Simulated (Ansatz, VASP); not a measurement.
## Bi2Se3 in VASP and in Ansatz

File INCAR:

```
  PREC = Accurate
  ENCUT = 520
  EDIFF = 1E-8
  ISMEAR = -1
  SIGMA = 0.03
  LREAL = False
  LASPH = True
  NELM = 60
  ALGO = Normal
  ISIF = 2
  LWAVE = False
  LCHARG = False
  GGA = PS
  LEFG = True
  NBANDS = 32
```

Contents of KPOINTS:

```
Automatic mesh
0
Gamma
  6 6 6
```

Contents of POSCAR:

```
Bi2Se3
1.0
    2.0987589926      1.2117190693      9.6709408521
   -2.0987589926      1.2117190693      9.6709408521
    0.0000000000     -2.4234381387      9.6709408521
Bi Se
2 3
Direct
    0.4008000000      0.4008000000      0.4008000000
    0.5992000000      0.5992000000      0.5992000000
    0.0000000000      0.0000000000      0.0000000000
    0.2117000000      0.2117000000      0.2117000000
    0.7883000000      0.7883000000      0.7883000000
```

Input for Ansatz:

```yaml
crystal:
  lattice:
    - [2.0987589926, 1.2117190693, 9.6709408521]
    - [-2.0987589926, 1.2117190693, 9.6709408521]
    - [0.0, -2.4234381387, 9.6709408521]
  atoms:
    - { symbol: Bi, position: [0.4008, 0.4008, 0.4008] }
    - { symbol: Bi, position: [0.5992, 0.5992, 0.5992] }
    - { symbol: Se, position: [0.0, 0.0, 0.0] }
    - { symbol: Se, position: [0.2117, 0.2117, 0.2117] }
    - { symbol: Se, position: [0.7883, 0.7883, 0.7883] }
kpoints:
  mp_grid: { grid: [6, 6, 6] }
scf:
  occupations: { method: fermi_dirac, width: 0.03 }
hamiltonian:
  xc: pbesol
  pseudopotentials: { kind: paw }
output:
  forces: true
  stress: true
  eigenvalues: true
  efg: { contact_densities: true }
```

Change from the starting cell: volume scaled by 1.04, PAW files.

Alike in both runs: task electric field gradients; functional PBEsol; k mesh 6 × 6 × 6; occupations fermi-dirac, width 0.03 eV; no spin polarisation.

|  | VASP | Ansatz |
| --- | --- | --- |
| version | VASP 6.6.1 | Ansatz 0.2.0 |
| potentials or method | VASP PAW PBE potentials, release 64 (Bi_d, Se) | PAW with Ansatz's default frozen-core files, scalar-relativistic |
| plane-wave cutoff (eV) | 520 | 420 |
| valence electrons in the cell | 48 | 78 |

|  | VASP | Ansatz | Ansatz less VASP |
| --- | --- | --- | --- |
| pressure (GPa) | -2.5 | -2.6 | -0.04 |
| traceless stress, the component that is largest in VASP (GPa) | 0.06 | 0.06 | 0.000 |
| rms of the force components (eV/Å) | 0.076 | 0.080 | +0.0040 |
| size of Vzz on the site where it differs most (V/Å²) | 4.3 | 1.6 | -2.69 |

VASP's potentials were made for PBE, not for PBEsol. Atom by atom the forces differ by 0.007 eV/Å (rms over components). The functional is the same, so the differences come from potentials, cutoffs and numerics. VASP's potentials hold 48 valence electrons a cell and Ansatz's 78, so a difference there can come from the potentials and not from the codes.

Neither program's run includes spin-orbit coupling.
